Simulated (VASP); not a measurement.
Input of a VASP 6.6.1 run:

The input POSCAR:

```
GaSb
1.0
    0.0000000000      2.9965539066      2.9965539066
    2.9965539066      0.0000000000      2.9965539066
    2.9965539066      2.9965539066      0.0000000000
Sb Ga
1 1
Direct
    0.7500000000      0.7500000000      0.7500000000
    0.0000000000      0.0000000000      0.0000000000
```

INCAR.step1

```
PREC = Accurate
ENCUT = 520
EDIFF = 1E-5
ISMEAR = -1
SIGMA = 0.05
LREAL = F
LASPH = T
NELM = 60
ALGO = Normal
ISIF = 2
LWAVE = T
NBANDS = 16
GGA = PE
```

The input INCAR.step2:

```
PREC = Accurate
ENCUT = 520
EDIFF = 1E-6
ISMEAR = -1
SIGMA = 0.05
LREAL = F
LASPH = T
NELM = 60
ALGO = Normal
ISIF = 2
LWAVE = F
LCHARG = T
GGA = B5
LHFCALC = T
AEXX = 0.5
ALDAX = 0.5
AGGAX = 0.5
AGGAC = 1.0
ALDAC = 0.0
PRECFOCK = Normal
LELF = T
LVHAR = T
NBANDS = 16
ISTART = 1
```

KPOINTS

```
Automatic mesh
0
Gamma
  4 4 4
```

Potentials or basis: VASP PAW PBE potentials, release 64 (Sb, Ga_d).

The run is started by

```sh
$ cat potpaw_PBE.64/Sb/POTCAR potpaw_PBE.64/Ga_d/POTCAR > POTCAR
$ cp INCAR.step1 INCAR
$ mpirun -np 1 vasp_std > vasp.out
$ cp INCAR.step2 INCAR
$ mpirun -np 1 vasp_std > vasp.out
```

Q: Predict the band gap on the k mesh.

A: 3.67 eV, indirect (least direct gap 3.94 eV).

Q: Predict the pressure.

A: 3.5 GPa.

Caveat: the k points lie up to 0.45 Å⁻¹ apart; the PAW data sets were made with another functional, which shifts forces and pressure a little; spin-orbit coupling is left out, which moves the levels of the heavy elements. A k mesh can miss the band edges.
